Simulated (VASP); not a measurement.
Runs of VASP 6.6.1 on CdS. The structure is that of space group P-6m2 (No. 187), or close to it. The cells are those of the table. 

```csv
potentials or basis,cell,cutoff (eV),second run,gap on the mesh (eV),pressure (GPa),largest force (eV/Å)
"VASP PAW LDA potentials, release 64 (Cd, S)","a = 4.261, b = 4.261, c = 5.804 Å, angles 90.0, 90.0, 120.0°, 2 atoms",520,-,1.27,-2.3,(a)
"VASP PAW LDA potentials, release 64 (Cd_sv_GW, S)","a = 4.261, b = 4.261, c = 5.804 Å, angles 90.0, 90.0, 120.0°, 2 atoms",540,valence_matched,1.27,-3.0,0.03
"VASP PAW LDA potentials, release 64 (Cd_sv_GW, S)","a = 4.133, b = 4.133, c = 5.804 Å, angles 90.0, 90.0, 120.0°, 2 atoms",540,valence_matched,1.45,-0.4,-
"VASP PAW LDA potentials, release 64 (Cd, S)","a = 4.133, b = 4.133, c = 5.804 Å, angles 90.0, 90.0, 120.0°, 2 atoms",520,-,1.46,0.5,-
"VASP PAW LDA potentials, release 64 (Cd, S)","a = 4.304, b = 4.304, c = 5.804 Å, angles 90.0, 90.0, 120.0°, 2 atoms",520,-,(b),-3.0,0.03
```

Alike in all rows: task single point; level LDA; no spin polarisation; k mesh 6 × 6 × 4; smearing gaussian 0.02 eV.

Task: Estimate the missing entries.

Result: (a) 0.02; (b) 1.15.

A k mesh can miss the band edges, and the runs leave out spin-orbit coupling on Cd.

The runs don't all hold the same shells in valence.
